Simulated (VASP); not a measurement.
A run of VASP 6.6.1 is set up as follows.

Contents of INCAR:

```
  PREC = Accurate
  ENCUT = 400
  EDIFF = 1E-6
  ISMEAR = 1
  SIGMA = 0.01
  LREAL = False
  LASPH = True
  NELM = 120
  ALGO = Normal
  ISIF = 2
  LWAVE = False
  LCHARG = False
  GGA = RP
  NBANDS = 27
  GGA_COMPAT = False
```

Contents of KPOINTS:

```
Automatic mesh
0
Gamma
  1 1 1
```

File POSCAR:

```
Te
1.0
    8.9080000000      0.0000000000      0.0000000000
   -2.2270000000      3.8572771485      0.0000000000
    0.0000000000      0.0000000000      5.9240000000
Te
6
Direct
    0.1349352678      0.0023926204      0.3386134369
    0.5012754356      0.2675382038      0.6638791357
    0.3641408021      0.7275178557      0.0005251519
    0.6352461246      0.0064752931      0.3326109048
    0.9967113793      0.2610507260      0.6629390614
    0.8676908592      0.7350252240      0.0014321404
```

Potentials or basis: VASP PAW PBE potentials, release 64 (Te).

Run with:

```console
$ cat potpaw_PBE.64/Te/POTCAR > POTCAR
$ mpirun -np 1 vasp_gam > vasp.out
```

Task: Estimate the pressure.

Result: 9.5 GPa.

Task: What does it give for the largest force?

Result: 1.778 eV/Å.

Forces on the atoms (eV/Å):
```
Te  -0.017  0.964  0.983
Te   0.911 -1.526  0.052
Te  -0.882  0.558 -1.092
Te  -0.059  0.923  1.070
Te   0.912 -1.374  0.062
Te  -0.865  0.456 -1.076
```

Caveat: the k points lie up to 1.41 Å⁻¹ apart; the PAW data sets were made with another functional, which shifts forces and pressure a little.
